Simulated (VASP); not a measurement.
# AgCl: single point with PBEsol

The system is AgCl.

```xyz
4
Lattice="1.8833 -5.5934 0.0000 1.8833 5.5934 0.0000 0.0000 0.0000 3.9500" Properties=species:S:1:pos:R:3 pbc="T T T"
Ag    1.8833    1.1572    2.9625
Ag    1.8833   -1.1572    0.9875
Cl    1.8833   -4.0882    0.9875
Cl    1.8833    4.0882    2.9625
```

| Quantity | Value |
| --- | --- |
| Program | VASP 6.6.1 |
| Task | single point |
| Functional | PBEsol |
| Potentials or basis | VASP PAW PBE potentials, release 64 (Ag, Cl) |
| Cutoff | 520 eV |
| k mesh | 9 × 9 × 8 |
| Occupations | fermi-dirac, width 0.03 eV |
| Spin | no spin polarisation |
| Dipole correction | no |
| Further INCAR settings | ALGO = Normal; EDIFF = 1e-06; NBANDS = 26 |

```json
{
 "Pressure": "-3.9 GPa",
 "Largest force": "0.044 eV/Å",
 "Band gap on the k mesh": "0.34 eV (least direct gap 1.78 eV)"
}
```

Forces on the atoms (eV/Å):
```
Ag   0.000 -0.010  0.000
Ag   0.000  0.010  0.000
Cl   0.000 -0.044  0.000
Cl   0.000  0.044  0.000
```

Stress tensor (GPa, compression positive):
```
-4.10  0.00  0.00
 0.00 -3.03  0.00
 0.00  0.00 -4.42
```

Levels at points of the mesh, in eV from the valence-band top:
| k point | band 16 | band 17 | band 18 | band 19 | band 20 | band 21 |
| --- | --- | --- | --- | --- | --- | --- |
| (0.00, 0.00, 0.00) | -1.71 | -1.61 | -1.44 | 0.34 | 3.03 | 7.53 |
| (0.00, 0.00, 0.50) | -1.26 | -0.09 | -0.09 | 4.23 | 4.23 | 6.66 |

Run time: 7.2 min on 1 thread of Intel Xeon 8259CL, on a shared host, peak memory 0.4 GiB.

Caveat: the cell stands under tension; semilocal functionals underestimate gaps, and a narrow one can read as zero; the PAW data sets were made with another functional, which shifts forces and pressure a little. A k mesh can miss the band edges.
